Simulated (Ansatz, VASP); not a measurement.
**Two plane-wave programs on AgCl**

```
Ag Cl
1.0
     0.00000    2.73907    2.77318
     2.73907    0.00000    2.77318
     2.73907    2.73907    0.00000
Ag Cl
1 1
Direct
  0.00000 0.00000 0.00000
  0.50000 0.50000 0.50000
```

Change from the starting cell: biaxial_xy strain -1.2%.

Alike in both runs: task single point; functional r2SCAN; k mesh 8 × 8 × 8; no spin polarisation.

|  | VASP | Ansatz |
| --- | --- | --- |
| version | VASP 6.6.1 | Ansatz 0.2.0 |
| potentials or method | VASP PAW PBE potentials, release 64 (Ag, Cl) | plane waves, PAW |
| plane-wave cutoff (eV) | 520 | 500 |
| occupations | gaussian, width 0.01 eV | fixed |
| valence electrons in the cell | 18 | 26 |

Ansatz gave:

| Property | Result |
| --- | --- |
| gap on the k mesh at the Fermi level (eV) | 1.43 |
| pressure (GPa) | 1.3 |
| traceless stress, the component that is largest in VASP (GPa) | -0.31 |

**Question.** Estimate VASP's values.

**Answer.** gap on the k mesh at the Fermi level (eV): 1.38; pressure (GPa): 1.2; traceless stress, the component that is largest in VASP (GPa): -0.30.

VASP's potentials were made for PBE, not for r2SCAN. VASP's potentials hold 18 valence electrons a cell and Ansatz's 26, so a difference there can come from the potentials and not from the codes.
